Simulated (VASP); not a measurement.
Input of a VASP 6.6.1 run:

Contents of INCAR:

```
ALGO     = Normal         # electronic algorithm
EDIFF    = 1E-7           # SCF threshold, eV
EDIFFG   = -0.01          # ionic threshold
ENCUT    = 500            # plane-wave cutoff, eV
GGA      = PS             # functional
GGA_COMPAT= False        
IBRION   = 2              # ionic algorithm
ISIF     = 4              # what is computed and relaxed
ISMEAR   = 0              # smearing method
IVDW     = 12             # dispersion correction
LASPH    = True           # aspherical terms in the spheres
LCHARG   = False          # write CHGCAR
LREAL    = False          # projectors in reciprocal space
LWAVE    = False          # write WAVECAR
NELM     = 120            # most SCF steps
NELMIN   = 4            
NSW      = 50             # ionic steps
PREC     = Accurate       # precision mode
SIGMA    = 0.02           # smearing width, eV
```

KPOINTS

```
k-points
0
Gamma
  12 12 6
```

The input POSCAR:

```
HfS2
1.0
    3.4249948132      0.0000000000      0.0000000000
   -1.7124974066      2.9661325161      0.0000000000
    0.0000000000      0.0000000000      5.2654411247
Hf S
1 2
Direct
    0.0000000000      0.0000000000      0.0000000000
    0.6666666667      0.3333333333      0.7223946561
    0.3333333333      0.6666666667      0.2776053439
```

Potentials or basis: VASP PAW PBE potentials, release 64 (Hf_pv, S).

Launch:

```sh
$ cat potpaw_PBE.64/Hf_pv/POTCAR potpaw_PBE.64/S/POTCAR > POTCAR
$ mpirun -np 1 vasp_std > vasp.out
```

Task: What does it give for the band gap on the k mesh?

Result: Zero (band 11 reaches 6.31 eV, above the bottom of band 12 at 6.03 eV).

Task: What does it give for the dispersion energy per atom?

Result: -0.384 eV.

The path:
```
step  energy change (eV)  largest force (eV/Å)  pressure (GPa)  volume (Å³)
   1              0.0000                0.4015           10.52        53.49
   2             -0.0088                0.0571            8.93        53.49
   3             -0.0090                0.0032            8.68        53.49
   4             -0.0092                0.0011            8.67        53.49
```

Caveat: the cell differs from its parent crystal (volume scaled by 0.88); the PAW data sets were made with another functional, which shifts forces and pressure a little; spin-orbit coupling is left out, which moves the levels of the heavy elements; pairwise dispersion overbinds metals, which lowers pressure and volume.
